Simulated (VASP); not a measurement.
A run of VASP 6.6.1 is set up as follows.

File INCAR:

```
PREC = Accurate ; ENCUT = 520
EDIFF = 1E-6 ; ISMEAR = 0
SIGMA = 0.1 ; LREAL = False
LASPH = True ; NELM = 150
ALGO = Normal ; ISIF = 2
LWAVE = False ; LCHARG = False
ISPIN = 2 ; MAGMOM = 0 1.75 -0.27 -0.27 -0.27 -0.27
LORBIT = 11 ; LMAXMIX = 4
GGA = PE ; NBANDS = 38
```

The input KPOINTS:

```
regular mesh
0
Gamma
  8 8 8
```

POSCAR

```
KZrCl4
1.0
    0.0000000000      4.2439669134      4.2439669134
    4.2439669134      0.0000000000      4.2439669134
    4.2439669134      4.2439669134      0.0000000000
K Zr Cl
1 1 4
Direct
    0.7500000000      0.7500000000      0.7500000000
    0.0000000000      0.0000000000      0.0000000000
    0.8771614382      0.3742795206      0.3742795206
    0.3742795206      0.3742795206      0.3742795206
    0.3742795206      0.8771614382      0.3742795206
    0.3742795206      0.3742795206      0.8771614382
```

Potentials or basis: VASP PAW PBE potentials, release 64 (K_sv, Zr_sv, Cl).

The run is started by

```console
$ cat potpaw_PBE.64/K_sv/POTCAR potpaw_PBE.64/Zr_sv/POTCAR potpaw_PBE.64/Cl/POTCAR > POTCAR
$ mpirun -np 1 vasp_std > vasp.out
```

Task: Estimate the pressure.

Result: 0.0 GPa.

Task: What does it give for the net moment?

Result: 1.01 μB per cell.

Task: Estimate the band gap on the k mesh.

Result: Zero (filled and empty bands overlap).

Task: Predict the site moments.

Result: K +0.02; Zr +1.38; Cl -0.21 μB.

Forces in eV/Å, atoms in the order of the input:
```
K    0.000  0.000  0.000
Zr   0.000  0.000  0.000
Cl  -0.004  0.004  0.004
Cl  -0.004 -0.004 -0.004
Cl   0.004 -0.004  0.004
Cl   0.004  0.004 -0.004
```
